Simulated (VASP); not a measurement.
## TePb: single point with PBE

Crystal: TePb.

```
Pb Te
1.0
     3.97501    0.00000    0.00000
     0.00000    3.97501    0.00000
     0.00000    0.00000    3.97501
Pb Te
1 1
Direct
  0.00000 0.00000 0.00000
  0.50000 0.50000 0.50000
```

* Program: VASP 6.6.1
* Task: single point
* Functional: PBE
* Potentials or basis: VASP PAW PBE potentials, release 64 (Pb_d, Te)
* Cutoff: 520 eV
* k mesh: 4 × 4 × 4
* Occupations: fermi-dirac, width 0.02 eV
* Spin: no spin polarisation

- Pressure: 1.4 GPa
- Band gap on the k mesh: zero (bands 10 and 11 overlap by 1.40 eV)

Levels at points of the mesh, in eV from the Fermi level:
| k point | band 8 | band 9 | band 10 | band 11 | band 12 | band 13 |
| --- | --- | --- | --- | --- | --- | --- |
| (0.00, 0.00, 0.00) | -1.69 | -1.69 | -1.69 | 3.89 | 3.89 | 5.27 |
| (0.50, 0.00, 0.00) | -0.81 | -0.21 | -0.21 | 0.11 | 2.22 | 2.22 |
| (0.50, 0.50, 0.00) | -4.59 | -4.59 | 0.18 | 3.44 | 3.67 | 3.67 |
| (0.50, 0.50, 0.50) | -2.60 | -2.60 | -2.60 | -1.22 | -1.22 | -1.22 |

Wall time 29 s on 1 thread of AMD EPYC 7R13 (shared host), peak memory 0.14 GiB.

Caveat: the k points lie up to 0.40 Å⁻¹ apart, too coarse for converged energies and pressures of a metal; the structure was generated, so it needn't be the stable form of TePb; spin-orbit coupling is left out, which moves the levels of the heavy elements.
